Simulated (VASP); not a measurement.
A run of VASP 6.6.1:

File POSCAR:

```
SiGe
1.0
    3.8414652634      0.0000000000      0.0000000000
   -1.9207326317      3.3268065059      0.0000000000
    0.0000000000      0.0000000000      6.6640559114
Si Ge
2 2
Direct
    0.6666666667      0.3333333333      0.8746070000
    0.3333333333      0.6666666667      0.3746070000
    0.6666666667      0.3333333333      0.5003920000
    0.3333333333      0.6666666667      0.0003920000
```

Contents of INCAR.step1:

```
SYSTEM = SiGe
PREC = Accurate ; ENCUT = 520
ISMEAR = 0 ; SIGMA = 0.05
LREAL = .False. ; LASPH = .True.
NELM = 80 ; NBANDS = 26
GGA = PE ; ALGO = Normal
EDIFF = 1E-4 ; LWAVE = .True.
LCHARG = .False.
```

The input INCAR.step2:

```
SYSTEM = SiGe
PREC = Accurate ; ENCUT = 520
EDIFF = 1E-6 ; ISMEAR = 0
SIGMA = 0.05 ; LREAL = .False.
LASPH = .True. ; NELM = 80
ALGO = Normal ; ISIF = 2
LWAVE = .False. ; LCHARG = .True.
METAGGA = R2SCAN ; LMIXTAU = .True.
LELF = .True. ; LVHAR = .True.
NBANDS = 26 ; ISTART = 1
```

Contents of KPOINTS:

```
regular mesh
0
Gamma
  12 12 6
  0 0 0
```

Potentials or basis: VASP PAW PBE potentials, release 64 (Si, Ge_d).

The run is started by

```bash
$ cat potpaw_PBE.64/Si/POTCAR potpaw_PBE.64/Ge_d/POTCAR > POTCAR
$ cp INCAR.step1 INCAR
$ mpirun -np 1 vasp_std > vasp.out
$ cp INCAR.step2 INCAR
$ mpirun -np 1 vasp_std > vasp.out
```

Hardware: 1 thread of Intel Xeon 8259CL, on a shared host.

Problem. How long does it take, and how much memory?

Solution. Wall time 11 min on 1 thread of Intel Xeon 8259CL, with other jobs on the host, peak memory 0.3 GiB. Counts: k points 76.
